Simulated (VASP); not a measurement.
# TaPb (P4/mmm) in VASP: single point with PBE

Aim: the single point of TaPb with PBE.

Program: VASP 6.6.1. These are calculated values, not measurements. Logs are shortened: lines on timing, memory, paths and dates and some standing lists are left out, and cuts for length are marked.

## (1) The cell of the first run

The structure is tetragonal, space group P4/mmm (No. 123). Conventional cell: a = 3.469 Å, b = 3.469 Å, c = 3.531 Å, α = 90.00°, β = 90.00°, γ = 90.00°. Ta (site symmetry 4/mmm) has 8 Pb at 3.02 Å and 6 Ta at 3.47 to 3.53 Å within 4.0 Å. Pb (site symmetry 4/mmm) has 8 Ta at 3.02 Å and 6 Pb at 3.47 to 3.53 Å within 4.0 Å.

## (2) Single point, PBE

Input file INCAR:

```
SYSTEM = TaPb
PREC     = Accurate       ! precision mode
ENCUT    = 520            ! plane-wave cutoff, eV
EDIFF    = 1E-6           ! SCF threshold, eV
ISMEAR   = 0              ! smearing method
SIGMA    = 0.1            ! smearing width, eV
LREAL    = .False.        ! projectors in reciprocal space
LASPH    = .True.         ! aspherical terms in the spheres
NELM     = 100            ! most SCF steps
ALGO     = Fast           ! electronic algorithm
ISIF     = 2              ! what is computed and relaxed
LWAVE    = .False.        ! write WAVECAR
LCHARG   = .True.         ! write CHGCAR
GGA      = PE             ! functional
LELF     = .True.         ! ELF
LVHAR    = .True.       
NBANDS   = 20             ! bands
```

Input file KPOINTS:

```
Automatic mesh
0
Gamma
  16 16 14
  0 0 0
```

Input file POSCAR:

```
TaPb
1.0
    3.4687841673      0.0000000000      0.0000000000
    0.0000000000      3.4687841673      0.0000000000
    0.0000000000      0.0000000000      3.5312463555
Ta Pb
1 1
Direct
    0.5000000000      0.5000000000      0.5000000000
    0.0000000000      0.0000000000      0.0000000000
```

Potentials or basis: VASP PAW PBE potentials, release 64 (Ta_pv, Pb_d).

Started as:

```sh
cat potpaw_PBE.64/Ta_pv/POTCAR potpaw_PBE.64/Pb_d/POTCAR > POTCAR
mpirun -np 1 vasp_std > vasp.out
```

OUTCAR:

```text
SYSTEM = TaPb
   PREC = Accurate
   ENCUT = 520
   EDIFF = 1E-6
   ISMEAR = 0
   LREAL = .False.
   LASPH = .True.
   NELM = 100
   ISIF = 2
   GGA = PE

 ion  position               nearest neighbor table
   1  0.500  0.500  0.500-   2 3.02   2 3.02   2 3.02   2 3.02   2 3.02   2 3.02   2 3.02   2 3.02

   2  0.000  0.000  0.000-   1 3.02   1 3.02   1 3.02   1 3.02   1 3.02   1 3.02   1 3.02   1 3.02

  LATTYP: Found a simple tetragonal cell.
 ALAT       =     3.4687841673
 C/A-ratio  =     1.0180069399

  Lattice vectors:

 A1 = (   3.4687841673,   0.0000000000,   0.0000000000)
 A2 = (   0.0000000000,   3.4687841673,   0.0000000000)
 A3 = (   0.0000000000,   0.0000000000,   3.5312463555)

Analysis of symmetry for initial positions (statically):
=====================================================================
 Subroutine PRICEL returns:
 Original cell was already a primitive cell.

 Routine SETGRP: Setting up the symmetry group for a
 simple tetragonal supercell.

 Subroutine GETGRP returns: Found 16 space group operations
 (whereof 16 operations were pure point group operations)
 out of a pool of 16 trial point group operations.

The static configuration has the point symmetry D_4h.

Analysis of symmetry for dynamics (positions and initial velocities):
=====================================================================
 Subroutine PRICEL returns:
 Original cell was already a primitive cell.

 Routine SETGRP: Setting up the symmetry group for a
 simple tetragonal supercell.

 Subroutine GETGRP returns: Found 16 space group operations
 (whereof 16 operations were pure point group operations)
 out of a pool of 16 trial point group operations.

The dynamic configuration has the point symmetry D_4h.

 Subroutine INISYM returns: Found 16 space group operations
 (whereof 16 operations are pure point group operations),
 and found     1 'primitive' translations

----------------------------------------------------------------------------------------

                                     Primitive cell

  volume of cell :      42.4896

  direct lattice vectors                    reciprocal lattice vectors
     3.468784167  0.000000000  0.000000000     0.288285449  0.000000000  0.000000000
     0.000000000  3.468784167  0.000000000     0.000000000  0.288285449  0.000000000
     0.000000000  0.000000000  3.531246355     0.000000000  0.000000000  0.283186133

  length of vectors
     3.468784167  3.468784167  3.531246355     0.288285449  0.288285449  0.283186133

  position of ions in fractional coordinates (direct lattice)
[... 74 lines left out ...]
   LNONCOLLINEAR =      F non collinear calculations
   LSORBIT =      F    spin-orbit coupling
   LASPH  =      T    aspherical Exc in radial PAW
   ENCUT  =  520.0 eV  38.22 Ry    6.18 a.u.   6.45  6.45  6.57*2*pi/ulx,y,z
   NELM   =    100;   NELMIN=  2; NELMDL= -5     # of ELM steps
   EDIFF  = 0.1E-05   stopping-criterion for ELM
   LREAL  =      F    real-space projection
   EDIFFG = 0.1E-04   stopping-criterion for IOM
   NSW    =      0    number of steps for IOM
   IBRION =     -1    ionic relax: 0-MD 1-quasi-New 2-CG
   NFREE  =      0    steps in history (QN), initial steepest desc. (CG)
   ISIF   =      2    stress and relaxation
   ISYM   =      2    0-nonsym 1-usesym 2-fastsym
   POTIM  = 0.5000    time-step for ionic-motion
   TEBEG  =    0.0;   TEEND  =   0.0 temperature during run
   PSTRESS=    0.0 pullay stress
   NELECT =      25.0000    total number of electrons
   NUPDOWN=      -1.0000    fix difference up-down
   EMIN   =  10.00;   EMAX   =-10.00  energy-range for DOS
   EFERMI =   0.00;   METHOD = LEGACY
   ISMEAR =     0;   SIGMA  =   0.10  broadening in eV -4-tet -1-fermi 0-gaus
   EFERMI_NEDOS =   21; number of points for ismear=-14 and -15
   IALGO  =     68    algorithm
   IMIX   =      4    mixing-type and parameters
     AMIX     =   0.40;   BMIX     =  1.00
     AMIX_MAG =   1.60;   BMIX_MAG =  1.00
  volume/ion in A,a.u.               =      21.24       143.37
  Fermi-wavevector in a.u.,A,eV,Ry     =   1.371810  2.592345 25.604297  1.881863
  Thomas-Fermi vector in A             =   2.497473
   LORBIT       =      0    0 simple, 1 ext, 2 COOP (PROOUT), +10 PAW based schemes
   GGA     = PE    functional components
   LHFCALC =     F    Hartree Fock is set to
   AEXX    =    0.0000 exact exchange contribution
   IVDW    =     0    specifies the selected vdW correction
   LEPSILON=     F    determine dielectric tensor
   LRPA    =     F    only Hartree local field effects (RPA)
 non-spin polarized calculation
 RMM-DIIS sequential band-by-band and
 Gauss-broadening in eV      SIGMA  =   0.10
  energy-cutoff  :      520.00
  volume of cell :       42.49
 maximum number of plane-waves:      1173
 NGX is ok and might be reduce to    28
   NGX = 13   NGY = 13   NGZ = 13

 number of electron      24.9999999 magnetization

 Free energy of the ion-electron system (eV)
  ---------------------------------------------------
  ext. energy  EPLUGINS =         0.00000000
  ---------------------------------------------------
  free energy    TOTEN  =       -13.80975120 eV

  energy without entropy =      -13.80158283  energy(sigma->0) =      -13.80566701

 E-fermi :   8.1595     XC(G=0): -11.9151

 val. band max:        8.1497875584   @ k =   0.1875   0.1250   0.2143
 cond. band min:       8.1648616561   @ k =   0.1875   0.0625   0.0000
 fundamental gap:      0.0150740977
 Fermi energy:         8.1595099379

 k-point     1 :       0.0000    0.0000    0.0000
  band No.  band energies     occupation
      1     -26.5951      2.00000
      2     -26.5685      2.00000
      3     -26.5685      2.00000
      4      -8.7031      2.00000
      5      -8.6776      2.00000
      6      -8.4265      2.00000
[... 541 lines left out ...]
     19      16.5740      0.00000
     20      18.0395      0.00000

 [... further k-points ...]
[... 5 lines left out ...]
  --------------------------------------------------------------------------------------
  -------------------------------------------------------------------------------------
  Total        0.0059478      0.0059478     -0.0105607      0.0000000      0.0000000      0.0000000
  in kB        0.2242758      0.2242758     -0.3982168      0.0000000      0.0000000      0.0000000
  external PRESSURE =       0.0167783 kB  Pullay stress =       0.0000000 kB

 VOLUME and BASIS-vectors are now :
 -----------------------------------------------------------------------------
  energy-cutoff  :      520.00
  volume of cell :       42.49
      direct lattice vectors                 reciprocal lattice vectors
     3.468784167  0.000000000  0.000000000     0.288285449  0.000000000  0.000000000
     0.000000000  3.468784167  0.000000000     0.000000000  0.288285449  0.000000000
     0.000000000  0.000000000  3.531246355     0.000000000  0.000000000  0.283186133

 POSITION                                       TOTAL-FORCE (eV/Angst)
 -----------------------------------------------------------------------------------
      1.73439      1.73439      1.76562         0.000000      0.000000      0.000000
      0.00000      0.00000      0.00000         0.000000      0.000000      0.000000
 -----------------------------------------------------------------------------------
    total drift:                               -0.000000      0.000000      0.000000

  FREE ENERGIE OF THE ION-ELECTRON SYSTEM (eV)
  ---------------------------------------------------
  free  energy   TOTEN  =       -13.8097511982 eV

  energy  without entropy=      -13.8015828284  energy(sigma->0) =      -13.80566701
```

stdout:

```text
POSCAR found type information on POSCAR TaPb
 POSCAR found :  2 types and       2 ions
 scaLAPACK will be used
 LDA part: xc-table for (Slater+PW92), standard interpolation
 POSCAR, INCAR and KPOINTS ok, starting setup
 FFT: planning ... GRIDC
 FFT: planning ... GRID_SOFT
 FFT: planning ... GRID
 WAVECAR not read
 entering main loop
WARNING in EDDRMM: call to ZHEGV failed, returncode =   8  4     20
WARNING in EDDRMM: call to ZHEGV failed, returncode =   8  4     20
WARNING in EDDRMM: call to ZHEGV failed, returncode =   6  3     18
```

Run time: 2.1 min. Hardware: 1 thread of Intel Xeon 6975P-C (Granite Rapids), shared host; peak memory 0.4 GiB.

Results:

- Free energy: -13.8098 eV
- Pressure: 0.0 GPa

Caveat: spin-orbit coupling is left out, which moves the levels of the heavy elements.
